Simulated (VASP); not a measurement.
Input of a VASP 6.6.1 run:

File INCAR:

```
ALGO = Normal
EDIFF = 1E-6
ENCUT = 520
GGA = CA
ISIF = 2
ISMEAR = -1
LASPH = T
LCHARG = F
LREAL = F
LWAVE = F
NBANDS = 12
NELM = 80
PREC = Accurate
SIGMA = 0.05
```

Contents of KPOINTS:

```
k-points
0
Gamma
  16 16 16
```

The input POSCAR:

```
Au
1.0
    2.6685457601      0.0000000000      0.0000000000
    0.0000000000      2.6685457601      0.0000000000
    0.0000000000      0.0000000000      2.6685457601
Au
1
Direct
    0.0000000000      0.0000000000      0.0000000000
```

Potentials or basis: VASP PAW LDA potentials, release 64 (Au).

Command:

```console
$ cat potpaw_LDA.64/Au/POTCAR > POTCAR
$ mpirun -np 1 vasp_std > vasp.out
```

(1) Estimate the pressure.

Answers

(1) 0.4 GPa.
